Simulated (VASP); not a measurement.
Write the native input for VASP 6.6.1 that does the following.

- Task: electric field gradients
- Functional: LDA
- Potentials or basis: VASP PAW LDA potentials, release 64 (Cu, Au)
- Cutoff: 520 eV
- k mesh: 9 × 9 × 9
- Occupations: fermi-dirac, width 0.05 eV
- Spin: no spin polarisation
- Dipole correction: no
- Further INCAR settings: ALGO = Normal; EDIFF = 1e-08; NBANDS = 30

The structure of CuAu3 lies in POSCAR:

```
CuAu3
1.0
    3.9800000000      0.0000000000      0.0000000000
    0.0000000000      3.9800000000      0.0000000000
    0.0000000000      0.0000000000      3.9402000000
Cu Au
1 3
Direct
    0.0000000000      0.0000000000      0.0000000000
    0.0000000000      0.5000000000      0.5000000000
    0.5000000000      0.0000000000      0.5000000000
    0.5000000000      0.5000000000      0.0000000000
```

This cell differs from its parent crystal: zz strain of -1 %.

One way to write it, as run:

INCAR

```
SYSTEM = CuAu3
ALGO = Normal
EDIFF = 1E-8
ENCUT = 520
GGA = CA
ISIF = 2
ISMEAR = -1
LASPH = .TRUE.
LCHARG = .FALSE.
LEFG = .TRUE.
LREAL = .FALSE.
LWAVE = .FALSE.
NBANDS = 30
NELM = 80
PREC = Accurate
SIGMA = 0.05
```

KPOINTS

```
k-points
0
G
  9 9 9
  0 0 0
```

Potentials or basis: VASP PAW LDA potentials, release 64 (Cu, Au).

Run with:

```sh
$ cat potpaw_LDA.64/Cu/POTCAR potpaw_LDA.64/Au/POTCAR > POTCAR
$ mpirun -np 1 vasp_std > vasp.out
```

It gave:

The pressure is -3.5 GPa and the band gap on the k mesh is zero (band 22 reaches 10.20 eV, above the bottom of band 23 at 8.63 eV).

Caveat: the cell differs from its parent crystal (zz strain of -1 %); without QUAD_EFG the Cq values of the log hold for a quadrupole moment of 1 mb, not for the nuclei; spin-orbit coupling is left out, which moves the levels of the heavy elements.

Run time: 74 s on 1 thread of AMD EPYC 9R45 96-Core Processor (Zen 5), on a shared host, peak memory 0.21 GiB.
